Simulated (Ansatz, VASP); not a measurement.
One calculation of TiN, two programs

```
Ti N
1.0
     0.00000    2.07868    2.07868
     2.07868    0.00000    2.07868
     2.07868    2.07868    0.00000
Ti N
1 1
Cartesian
  0.0000 0.0000 0.0000
  2.0787 2.0787 2.0787
```

Change from the starting cell: volume scaled by 0.94, crystal datasets.

Alike in both runs: task electric field gradients; functional PBE; k mesh 13 × 13 × 13; occupations fermi-dirac, width 0.05 eV; no spin polarisation.

```csv
,VASP,Ansatz
version,VASP 6.6.1,Ansatz 0.2.0
potentials or method,"VASP PAW PBE potentials, release 64 (Ti_sv, N), cutoff 520 eV","all-electron PAW with datasets made for the crystal, scalar-relativistic"
```

VASP gave:

```
pressure (GPa) : 20.8
```

Question: What did Ansatz give for the same quantities?

Answer: Pressure (GPa): 20.3.

Ansatz ran all-electron here, and VASP with PAW potentials.
